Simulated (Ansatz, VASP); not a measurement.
RbBr: VASP beside Ansatz

POSCAR

```
RbBr
1.0
    0.0000000000      3.8694968646      3.6489355433
    3.8694968646      0.0000000000      3.6489355433
    3.8694968646      3.8694968646      0.0000000000
Rb Br
1 1
Direct
    0.0000000000      0.0000000000      0.0000000000
    0.2500000000      0.2500000000      0.2500000000
```

File INCAR.step1:

```
SYSTEM = RbBr
PREC = Accurate ; ENCUT = 520
ISMEAR = 0 ; SIGMA = 0.01
LREAL = .FALSE. ; LASPH = .TRUE.
NELM = 100 ; NBANDS = 15
GGA = PE ; ALGO = Normal
EDIFF = 1E-4 ; LWAVE = .TRUE.
LCHARG = .FALSE.
```

The input INCAR.step2:

```
SYSTEM = RbBr
PREC = Accurate ; ENCUT = 520
EDIFF = 1E-6 ; ISMEAR = 0
SIGMA = 0.01 ; LREAL = .FALSE.
LASPH = .TRUE. ; NELM = 100
ALGO = Normal ; ISIF = 2
LWAVE = .FALSE. ; LCHARG = .FALSE.
METAGGA = R2SCAN ; LMIXTAU = .TRUE.
NBANDS = 15 ; ISTART = 1
```

Contents of KPOINTS:

```
regular mesh
0
G
  6 6 6
  0 0 0
```

Input for Ansatz:

```yaml
crystal:
  lattice:
    - [0.0, 3.8694968646, 3.6489355433]
    - [3.8694968646, 0.0, 3.6489355433]
    - [3.8694968646, 3.8694968646, 0.0]
  atoms:
    - { symbol: Rb, position: [0.0, 0.0, 0.0] }
    - { symbol: Br, position: [0.25, 0.25, 0.25] }
kpoints:
  mp_grid: { grid: [6, 6, 6] }
  band_path:
    path:
      - [0.0, 0.0, 0.0]
      - [-0.5, -0.5, 0.0]
      - [-0.375, -0.375, 0.25]
      - [-0.375, 0.0, 0.375]
      - [0.0, 0.0, 0.5]
      - [-0.5, -0.25, 0.25]
      - [0.0, 0.5, 0.5]
    npoints: 1
hamiltonian:
  xc: r2scan
scf:
  occupations: { method: fixed }
  n_extra_bands: 4
output:
  forces: true
  stress: true
  eigenvalues: true
```

Change from the starting cell: uniaxial_z strain -5.7%.

Alike in both runs: task single point; functional r2SCAN; k mesh 6 × 6 × 6; no spin polarisation.

```csv
,VASP,Ansatz
version,VASP 6.6.1,Ansatz 0.2.0
potentials or method,"VASP PAW PBE potentials, release 64 (Rb_sv, Br)","plane waves, PAW"
plane-wave cutoff (eV),520,500
occupations,"gaussian, width 0.01 eV",fixed
valence electrons in the cell,16,16
```

|  | VASP | Ansatz | Ansatz less VASP |
| --- | --- | --- | --- |
| gap on the k mesh at the Fermi level (eV) | 4.69 | 4.69 | 0.000 |
| pressure (GPa) | 0.6 | 0.6 | -0.01 |

VASP's potentials were made for PBE, not for r2SCAN.
